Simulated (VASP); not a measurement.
# ZrN (Fm-3m) in VASP: a series of runs

The runs below take ZrN through single point, with PBE.

Program: VASP 6.6.1. These are calculated values, not measurements. Logs are shortened: lines on timing, memory, paths and dates and some standing lists are left out, and cuts for length are marked.

**1. The cell of the first run**

It takes space group Fm-3m (No. 225, cubic). The conventional cell has a = 4.600 Å, b = 4.600 Å, c = 4.600 Å, α = 90.00°, β = 90.00°, γ = 90.00°. Zr (site symmetry m-3m) has 6 N at 2.30 Å within 3.0 Å. N (site symmetry m-3m) has 6 Zr at 2.30 Å within 3.0 Å.

**2. Single point, PBE**

Contents of INCAR:

```
SYSTEM = ZrN
PREC     = Accurate       ! precision mode
ENCUT    = 600            ! plane-wave cutoff, eV
EDIFF    = 1E-6           ! SCF threshold, eV
ISMEAR   = -1             ! smearing method
SIGMA    = 0.1            ! smearing width, eV
LREAL    = .FALSE.        ! projectors in reciprocal space
LASPH    = .TRUE.         ! aspherical terms in the spheres
NELM     = 120            ! most SCF steps
ALGO     = Normal         ! electronic algorithm
ISIF     = 2              ! what is computed and relaxed
LWAVE    = .FALSE.        ! write WAVECAR
LCHARG   = .FALSE.        ! write CHGCAR
GGA      = PE             ! functional
NBANDS   = 16             ! bands
GGA_COMPAT= .FALSE.
```

Contents of KPOINTS:

```
regular mesh
0
G
  7 7 7
  0 0 0
```

Contents of POSCAR:

```
ZrN
1.0
    0.0000000000      2.3000000000      2.3000000000
    2.3000000000      0.0000000000      2.3000000000
    2.3000000000      2.3000000000      0.0000000000
Zr N
1 1
Direct
    0.5000000000      0.5000000000      0.5000000000
    0.0000000000      0.0000000000      0.0000000000
```

Potentials or basis: VASP PAW PBE potentials, release 64 (Zr_sv, N).

Started as:

```bash
$ cat potpaw_PBE.64/Zr_sv/POTCAR potpaw_PBE.64/N/POTCAR > POTCAR
$ mpirun -np 1 vasp_std > vasp.out
```

OUTCAR:

```text
SYSTEM = ZrN
   PREC = Accurate
   ENCUT = 600
   EDIFF = 1E-6
   ISMEAR = -1
   LREAL = .FALSE.
   LASPH = .TRUE.
   NELM = 120
   ISIF = 2
   GGA = PE

 ion  position               nearest neighbor table
   1  0.500  0.500  0.500-   2 2.30   2 2.30   2 2.30   2 2.30   2 2.30   2 2.30
   2  0.000  0.000  0.000-   1 2.30   1 2.30   1 2.30   1 2.30   1 2.30   1 2.30

  LATTYP: Found a face centered cubic cell.
 ALAT       =     4.6000000000

  Lattice vectors:

 A1 = (   0.0000000000,   2.3000000000,   2.3000000000)
 A2 = (   2.3000000000,   0.0000000000,   2.3000000000)
 A3 = (   2.3000000000,   2.3000000000,   0.0000000000)

Analysis of symmetry for initial positions (statically):
=====================================================================
 Subroutine PRICEL returns:
 Original cell was already a primitive cell.

 Routine SETGRP: Setting up the symmetry group for a
 face centered cubic supercell.

 Subroutine GETGRP returns: Found 48 space group operations
 (whereof 48 operations were pure point group operations)
 out of a pool of 48 trial point group operations.

The static configuration has the point symmetry O_h .

Analysis of symmetry for dynamics (positions and initial velocities):
=====================================================================
 Subroutine PRICEL returns:
 Original cell was already a primitive cell.

 Routine SETGRP: Setting up the symmetry group for a
 face centered cubic supercell.

 Subroutine GETGRP returns: Found 48 space group operations
 (whereof 48 operations were pure point group operations)
 out of a pool of 48 trial point group operations.

The dynamic configuration has the point symmetry O_h .

 Subroutine INISYM returns: Found 48 space group operations
 (whereof 48 operations are pure point group operations),
 and found     1 'primitive' translations

----------------------------------------------------------------------------------------

                                     Primitive cell

  volume of cell :      24.3340

  direct lattice vectors                    reciprocal lattice vectors
     0.000000000  2.300000000  2.300000000    -0.217391304  0.217391304  0.217391304
     2.300000000  0.000000000  2.300000000     0.217391304 -0.217391304  0.217391304
     2.300000000  2.300000000  0.000000000     0.217391304  0.217391304 -0.217391304

  length of vectors
     3.252691193  3.252691193  3.252691193     0.376532784  0.376532784  0.376532784

  position of ions in fractional coordinates (direct lattice)
     0.500000000  0.500000000  0.500000000
     0.000000000  0.000000000  0.000000000

  ion indices of the primitive-cell ions
   primitive index   ion index
                 1           1
                 2           2

----------------------------------------------------------------------------------------

 KPOINTS: regular mesh

Automatic generation of k-mesh.
 Grid dimensions read from file:
 generate k-points for:    7    7    7

 Generating k-lattice:

  Cartesian coordinates                     Fractional coordinates (reciprocal lattice)
    -0.031055901  0.031055901  0.031055901     0.142857143  0.000000000  0.000000000
     0.031055901 -0.031055901  0.031055901     0.000000000  0.142857143  0.000000000
     0.031055901  0.031055901 -0.031055901     0.000000000  0.000000000  0.142857143

  Length of vectors
     0.053790398  0.053790398  0.053790398

  Shift w.r.t. Gamma in fractional coordinates (k-lattice)
     0.000000000  0.000000000  0.000000000

 Subroutine IBZKPT returns following result:
 ===========================================

 Found     20 irreducible k-points:

 Following reciprocal coordinates:
            Coordinates               Weight
  0.000000  0.000000  0.000000      1.000000
  0.142857  0.000000  0.000000      8.000000
  0.285714  0.000000  0.000000      8.000000
  0.428571  0.000000  0.000000      8.000000
  0.142857  0.142857  0.000000      6.000000
  0.285714  0.142857  0.000000     24.000000
[... 12 lines left out ...]
 -0.428571  0.428571  0.142857     24.000000
 -0.285714  0.428571  0.142857     24.000000
   k-points           NKPTS =     20   k-points in BZ     NKDIM =     20   number of bands    NBANDS=     16
   number of dos      NEDOS =    301   number of ions     NIONS =      2
   total plane-waves  NPLWV =  21952
   dimension x,y,z NGX =    28 NGY =   28 NGZ =   28
   dimension x,y,z NGXF=    56 NGYF=   56 NGZF=   56
   ions per type =               1   1
   NGX,Y,Z   is equivalent  to a cutoff of  14.31, 14.31, 14.31 a.u.
   NGXF,Y,Z  is equivalent  to a cutoff of  28.62, 28.62, 28.62 a.u.
 SYSTEM =  ZrN
   PREC   = accura    normal or accurate (medium, high low for compatibility)
   ISTART =      0    job   : 0-new  1-cont  2-samecut
   ICHARG =      2    charge: 1-file 2-atom 10-const
   ISPIN  =      1    spin polarized calculation?
   LNONCOLLINEAR =      F non collinear calculations
   LSORBIT =      F    spin-orbit coupling
   LASPH  =      T    aspherical Exc in radial PAW
   ENCUT  =  600.0 eV  44.10 Ry    6.64 a.u.   6.50  6.50  6.50*2*pi/ulx,y,z
   NELM   =    120;   NELMIN=  2; NELMDL= -5     # of ELM steps
   EDIFF  = 0.1E-05   stopping-criterion for ELM
   LREAL  =      F    real-space projection
   EDIFFG = 0.1E-04   stopping-criterion for IOM
   NSW    =      0    number of steps for IOM
   IBRION =     -1    ionic relax: 0-MD 1-quasi-New 2-CG
   NFREE  =      0    steps in history (QN), initial steepest desc. (CG)
   ISIF   =      2    stress and relaxation
   ISYM   =      2    0-nonsym 1-usesym 2-fastsym
   POTIM  = 0.5000    time-step for ionic-motion
   TEBEG  =    0.0;   TEEND  =   0.0 temperature during run
   PSTRESS=    0.0 pullay stress
   NELECT =      17.0000    total number of electrons
   NUPDOWN=      -1.0000    fix difference up-down
   EMIN   =  10.00;   EMAX   =-10.00  energy-range for DOS
   EFERMI =   0.00;   METHOD = LEGACY
   ISMEAR =    -1;   SIGMA  =   0.10  broadening in eV -4-tet -1-fermi 0-gaus
   EFERMI_NEDOS =   21; number of points for ismear=-14 and -15
   IALGO  =     38    algorithm
   IMIX   =      4    mixing-type and parameters
     AMIX     =   0.40;   BMIX     =  1.00
     AMIX_MAG =   1.60;   BMIX_MAG =  1.00
  volume/ion in A,a.u.               =      12.17        82.11
  Fermi-wavevector in a.u.,A,eV,Ry     =   1.452624  2.745062 28.709889  2.110117
  Thomas-Fermi vector in A             =   2.569985
   LORBIT       =      0    0 simple, 1 ext, 2 COOP (PROOUT), +10 PAW based schemes
   GGA     = PE    functional components
   LHFCALC =     F    Hartree Fock is set to
   AEXX    =    0.0000 exact exchange contribution
   IVDW    =     0    specifies the selected vdW correction
   LEPSILON=     F    determine dielectric tensor
   LRPA    =     F    only Hartree local field effects (RPA)
 non-spin polarized calculation
  energy-cutoff  :      600.00
  volume of cell :       24.33
 maximum number of plane-waves:       869
 NGX is ok and might be reduce to    28
   NGX = 13   NGY = 13   NGZ = 13

 number of electron      17.0000000 magnetization

 Free energy of the ion-electron system (eV)
  ---------------------------------------------------
  ext. energy  EPLUGINS =         0.00000000
  ---------------------------------------------------
  free energy    TOTEN  =       -20.36885215 eV

  energy without entropy =      -20.34276653  energy(sigma->0) =      -20.35580934

 E-fermi :  11.9759     XC(G=0): -12.4521

 val. band max:       11.8759236120   @ k =   0.1429   0.0000   0.0000
 cond. band min:      11.9960542355   @ k =   0.1429   0.0000   0.0000
 fundamental gap:      0.1201306236
 Fermi energy:        11.9759457385

 k-point     1 :       0.0000    0.0000    0.0000
  band No.  band energies     occupation
      1     -37.7691      2.00000
      2     -15.4009      2.00000
      3     -15.4009      2.00000
      4     -15.4009      2.00000
      5      -4.3928      2.00000
      6       9.1938      2.00000
[... 8 lines left out ...]
     15      21.0104      0.00000
     16      34.1526      0.00000

 k-point     2 :       0.1429    0.0000    0.0000
  band No.  band energies     occupation
      1     -37.7439      2.00000
      2     -15.6316      2.00000
      3     -15.4183      2.00000
      4     -15.4183      2.00000
      5      -4.0070      2.00000
      6       7.8106      2.00000
[... 8 lines left out ...]
     15      22.2703      0.00000
     16      31.0403      0.00000

 k-point     3 :       0.2857    0.0000    0.0000
  band No.  band energies     occupation
      1     -37.6869      2.00000
      2     -16.1132      2.00000
      3     -15.4571      2.00000
      4     -15.4571      2.00000
      5      -3.1250      2.00000
      6       5.7716      2.00000
[... 8 lines left out ...]
     15      24.0844      0.00000
     16      27.8084      0.00000

 k-point     4 :       0.4286    0.0000    0.0000
  band No.  band energies     occupation
      1     -37.6405      2.00000
      2     -16.4696      2.00000
      3     -15.4878      2.00000
      4     -15.4878      2.00000
      5      -2.3597      2.00000
      6       4.4248      2.00000
[... 8 lines left out ...]
     15      24.3990      0.00000
     16      24.5986      0.00000
[... 248 lines left out ...]
 k-point    18 :      -0.4286    0.2857    0.1429
  band No.  band energies     occupation
      1     -37.6121      2.00000
      2     -16.2662      2.00000
      3     -15.8126      2.00000
      4     -15.6032      2.00000
      5      -2.9266      2.00000
      6       5.4952      2.00000
[... 8 lines left out ...]
     15      23.3949      0.00000
     16      24.5338      0.00000

 k-point    19 :      -0.4286    0.4286    0.1429
  band No.  band energies     occupation
      1     -37.5974      2.00000
      2     -16.2000      2.00000
      3     -15.8334      2.00000
      4     -15.7401      2.00000
      5      -3.4306      2.00000
      6       6.6922      2.00000
[... 8 lines left out ...]
     15      22.8159      0.00000
     16      25.4963      0.00000

 k-point    20 :      -0.2857    0.4286    0.1429
  band No.  band energies     occupation
      1     -37.5934      2.00000
      2     -16.0628      2.00000
      3     -16.0490      2.00000
      4     -15.7170      2.00000
      5      -3.2158      2.00000
      6       6.2203      2.00000
[... 8 lines left out ...]
     15      23.0440      0.00000
     16      23.8070      0.00000

------------------------ aborting loop because EDIFF is reached ----------------------------------------

  FORCE on cell =-STRESS in cart. coord.  units (eV):
  Direction    XX          YY          ZZ          XY          YZ          ZX
  --------------------------------------------------------------------------------------
  -------------------------------------------------------------------------------------
  Total       -0.0669534     -0.0669534     -0.0669534     -0.0000000      0.0000000      0.0000000
  in kB       -4.4082871     -4.4082871     -4.4082871     -0.0000000      0.0000000      0.0000000
  external PRESSURE =      -4.4082871 kB  Pullay stress =       0.0000000 kB

 VOLUME and BASIS-vectors are now :
 -----------------------------------------------------------------------------
  energy-cutoff  :      600.00
  volume of cell :       24.33
      direct lattice vectors                 reciprocal lattice vectors
     0.000000000  2.300000000  2.300000000    -0.217391304  0.217391304  0.217391304
     2.300000000  0.000000000  2.300000000     0.217391304 -0.217391304  0.217391304
     2.300000000  2.300000000  0.000000000     0.217391304  0.217391304 -0.217391304

 POSITION                                       TOTAL-FORCE (eV/Angst)
 -----------------------------------------------------------------------------------
      2.30000      2.30000      2.30000         0.000000     -0.000000      0.000000
      0.00000      0.00000      0.00000        -0.000000      0.000000     -0.000000
 -----------------------------------------------------------------------------------
    total drift:                                0.000000      0.000000      0.000000

  FREE ENERGIE OF THE ION-ELECTRON SYSTEM (eV)
  ---------------------------------------------------
  free  energy   TOTEN  =       -20.3688521514 eV

  energy  without entropy=      -20.3427665293  energy(sigma->0) =      -20.35580934
```

It took 9.9 s on 1 thread of AMD EPYC 7R13 (Zen 3), shared host; peak memory 0.13 GiB.

Results:

```
Free energy            : -20.3689 eV
Pressure               : -0.4 GPa
Band gap on the k mesh : zero (an odd number of electrons rules out a gap without spin polarisation)
```

**3. Single point, PBE**

Contents of INCAR:

```
SYSTEM = ZrN
PREC = Accurate ; ENCUT = 600
EDIFF = 1E-6 ; ISMEAR = -1
SIGMA = 0.1 ; LREAL = .FALSE.
LASPH = .TRUE. ; NELM = 120
ALGO = Normal ; ISIF = 2
LWAVE = .FALSE. ; LCHARG = .FALSE.
GGA = PE ; NBANDS = 16
GGA_COMPAT = .FALSE.
```

KPOINTS is that of step 2.

Contents of POSCAR:

```
ZrN
1.0
    0.0000000000      2.2992814128      2.2992814128
    2.2992814128      0.0000000000      2.2992814128
    2.2992814128      2.2992814128      0.0000000000
Zr N
1 1
Direct
    0.5000000000      0.5000000000      0.5000000000
    0.0000000000      0.0000000000      0.0000000000
```

Potentials or basis: VASP PAW PBE potentials, release 64 (Zr_sv, N).

Started as:

```bash
$ cat potpaw_PBE.64/Zr_sv/POTCAR potpaw_PBE.64/N/POTCAR > POTCAR
$ mpirun -np 1 vasp_std > vasp.out
```

It took 9.7 s on 1 thread of AMD EPYC 7R13 (Zen 3), shared host; peak memory 0.13 GiB.

Results (log left out):

- Free energy: -20.3689 eV
- Pressure: -0.2 GPa
- Band gap on the k mesh: zero (an odd number of electrons rules out a gap without spin polarisation)

Levels at points of the mesh, in eV from the Fermi level:
```
           k point  band 6  band 7  band 8  band 9  band 10  band 11  band 12  band 13
(0.00, 0.00, 0.00)   -2.78   -2.78   -2.78   -0.53    -0.53    -0.53     1.43     1.43
```

**4. Single point, PBE**

This run uses another cell than the first one, of 12.14 Å³/atom.

Contents of INCAR:

```
SYSTEM = ZrN
PREC = Accurate
ENCUT = 600
EDIFF = 1E-6
ISMEAR = -1
SIGMA = 0.1
LREAL = .FALSE.
LASPH = .TRUE.
NELM = 120
ALGO = Normal
ISIF = 2
LWAVE = .FALSE.
LCHARG = .FALSE.
GGA = PE
NBANDS = 16
GGA_COMPAT = .FALSE.
```

Contents of KPOINTS:

```
Automatic mesh
0
G
  7 7 7
  0 0 0
```

Contents of POSCAR:

```
ZrN
1.0
    0.0000000000      2.2982098569      2.2982098569
    2.2982098569      0.0000000000      2.2982098569
    2.2982098569      2.2982098569      0.0000000000
Zr N
1 1
Direct
    0.5000000000      0.5000000000      0.5000000000
    0.0000000000      0.0000000000      0.0000000000
```

Started as:

```bash
$ cat potpaw_PBE.64/Zr_sv/POTCAR potpaw_PBE.64/N/POTCAR > POTCAR
$ mpirun -np 1 vasp_std > vasp.out
```

Run time: 9.2 s. Hardware: 1 thread of AMD EPYC 7R13 (Zen 3), shared host; peak memory 0.13 GiB.

It converged, with:

* Free energy: -20.3688 eV
* Pressure: 0.1 GPa
* Band gap on the k mesh: zero (an odd number of electrons rules out a gap without spin polarisation)

Levels at points of the mesh, in eV from the Fermi level:
```csv
k point,band 6,band 7,band 8,band 9,band 10,band 11,band 12,band 13
"(0.00, 0.00, 0.00)",-2.79,-2.79,-2.79,-0.53,-0.53,-0.53,1.43,1.43
```

**5. The runs side by side**

| cell | gap on the mesh (eV) | pressure (GPa) |
| --- | --- | --- |
| a = 3.253 Å, angles 60.0°, 2 atoms | none | -0.4 |
| a = 3.252 Å, angles 60.0°, 2 atoms | none | -0.2 |
| a = 3.250 Å, angles 60.0°, 2 atoms | none | 0.1 |

Alike in all rows: task single point; level PBE; potentials or basis VASP PAW PBE potentials, release 64 (Zr_sv, N); no spin polarisation; k mesh 7 × 7 × 7; cutoff (eV) 600; smearing fermi-dirac 0.1 eV.

Total energies depend on the potentials used, so only differences within one code and one set of settings carry meaning.
